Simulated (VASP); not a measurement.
## Mo: single point with PBE

Crystal: Mo.

```
Mo
1.0
    -1.54130    1.54130    1.54130
     1.54130   -1.54130    1.54130
     1.54130    1.54130   -1.54130
Mo
1
Direct
  0.00000 0.00000 0.00000
```

- Program: VASP 6.6.1
- Task: single point
- Functional: PBE
- Potentials or basis: VASP PAW PBE potentials, release 64 (Mo_sv)
- Cutoff: 500 eV
- k mesh: 13 × 13 × 13
- Occupations: gaussian, width 0.05 eV
- Spin: no spin polarisation

```json
{
 "Pressure": "23.2 GPa",
 "Band gap on the k mesh": "zero (band 7 reaches 17.61 eV, above the bottom of band 8 at 12.17 eV)"
}
```

Levels at points of the mesh, in eV from the Fermi level:
```tsv
k point	band 4	band 5	band 6	band 7	band 8	band 9	band 10	band 11
(0.00, 0.00, 0.00)	-34.55	-7.58	-1.64	-1.64	-1.64	1.63	1.63	14.77
```

Run time: 8.7 s on 1 thread of Intel(R) Xeon(R) Platinum 8375C CPU @ 2.90GHz (Ice Lake), on a shared host, peak memory 0.13 GiB.
